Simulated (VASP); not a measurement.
Here is a VASP 6.6.1 calculation.

INCAR

```
ALGO     = Normal         # electronic algorithm
EDIFF    = 1E-7           # SCF threshold, eV
ENCUT    = 520            # plane-wave cutoff, eV
GGA      = PE             # functional
ISIF     = 2              # what is computed and relaxed
ISMEAR   = 0              # smearing method
LASPH    = T              # aspherical terms in the spheres
LCHARG   = T              # write CHGCAR
LELF     = T              # ELF
LREAL    = F              # projectors in reciprocal space
LVHAR    = T            
LWAVE    = F              # write WAVECAR
NBANDS   = 20             # bands
NELM     = 60             # most SCF steps
PREC     = Accurate       # precision mode
SIGMA    = 0.15           # smearing width, eV
```

The input KPOINTS:

```
k-points
0
Gamma
  18 18 18
```

File POSCAR:

```
SnO2
1.0
    0.6268522130      2.9202139679      2.9202139679
    2.9202139679      0.6268522130      2.9202139679
    2.9202139679      2.9202139679      0.6268522130
Sn O
1 2
Direct
    0.0000000000      0.0000000000      0.0000000000
    0.2500000000      0.2500000000      0.2500000000
    0.7500000000      0.7500000000      0.7500000000
```

Potentials or basis: VASP PAW PBE potentials, release 64 (Sn_d, O).

Command:

```bash
$ cat potpaw_PBE.64/Sn_d/POTCAR potpaw_PBE.64/O/POTCAR > POTCAR
$ mpirun -np 1 vasp_std > vasp.out
```

Problem. Estimate the pressure.

Solution. 15.1 GPa.

Problem. Estimate the band gap on the k mesh.

Solution. 1.34 eV.

Forces in eV/Å, atoms in the order of the input:
```
Sn   0.000  0.000  0.000
O   -0.108 -0.108 -0.108
O    0.108  0.108  0.108
```

Caveat: the cell stands under pressure; spin-orbit coupling is left out, which moves the levels of the heavy elements. A k mesh can miss the band edges.
